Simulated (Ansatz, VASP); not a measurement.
**CdS: VASP beside Ansatz**

```
Cd S
1.0
     0.00000    2.87989    2.87989
     2.87989    0.00000    2.87989
     2.87989    2.87989    0.00000
Cd S
1 1
Cartesian
  0.0000 0.0000 0.0000
  1.4399 1.4399 1.4399
```

Alike in both runs: task relaxation of the atoms; functional r2SCAN; k mesh 8 × 8 × 8; occupations fermi-dirac, width 0.02 eV; no spin polarisation.

|  | VASP | Ansatz |
| --- | --- | --- |
| version | VASP 6.6.1 | Ansatz 0.2.0 |
| potentials or method | VASP PAW PBE potentials, release 64 (Cd, S), cutoff 520 eV | PAW plane waves |
| valence electrons in the cell | 18 | 26 |

```csv
,VASP,Ansatz,Ansatz less VASP
"gap on the k mesh at the Fermi level, each at its own relaxed structure (eV)",1.68,1.68,-0.003
```

VASP's potentials were made for PBE, not for r2SCAN. VASP's potentials hold 18 valence electrons a cell and Ansatz's 26, so a difference there can come from the potentials and not from the codes. Ansatz's warnings: stress scf threshold loose.

Noted on VASP's run: the relaxation stopped at its first step, so nothing moved.
